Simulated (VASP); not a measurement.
A run of VASP 6.6.1 is set up as follows.

INCAR

```
SYSTEM = C
ALGO     = Normal         ! electronic algorithm
EDIFF    = 1E-6           ! SCF threshold, eV
ENCUT    = 520            ! plane-wave cutoff, eV
GGA      = PE             ! functional
ISIF     = 2              ! what is computed and relaxed
ISMEAR   = 0              ! smearing method
LASPH    = .TRUE.         ! aspherical terms in the spheres
LCHARG   = .FALSE.        ! write CHGCAR
LREAL    = .FALSE.        ! projectors in reciprocal space
LWAVE    = .FALSE.        ! write WAVECAR
NBANDS   = 36             ! bands
NELM     = 80             ! most SCF steps
PREC     = Accurate       ! precision mode
SIGMA    = 0.02           ! smearing width, eV
```

File KPOINTS:

```
k-points
0
G
  12 12 2
  0 0 0
```

POSCAR

```
C
1.0
    2.4949656017      0.0000000000      0.0000000000
   -1.2474828008      2.1607035926      0.0000000000
    0.0000000000      0.0000000000     12.3038556776
C
12
Direct
    0.0000000000      0.0000000000      0.1868902007
    0.0000000000      0.0000000000      0.6868902007
    0.0000000000      0.0000000000      0.3131097993
    0.0000000000      0.0000000000      0.8131097993
    0.3333333333      0.6666666667      0.5207724736
    0.6666666667      0.3333333333      0.0207724736
    0.3333333333      0.6666666667      0.9792275264
    0.6666666667      0.3333333333      0.4792275264
    0.3333333333      0.6666666667      0.6450885175
    0.6666666667      0.3333333333      0.1450885175
    0.3333333333      0.6666666667      0.8549114825
    0.6666666667      0.3333333333      0.3549114825
```

Potentials or basis: VASP PAW PBE potentials, release 64 (C).

Command:

```console
$ cat potpaw_PBE.64/C/POTCAR > POTCAR
$ mpirun -np 1 vasp_std > vasp.out
```

(1) What does it give for the pressure?

(2) Predict the largest force.

Answers

(1) 14.7 GPa.

(2) 0.005 eV/Å.
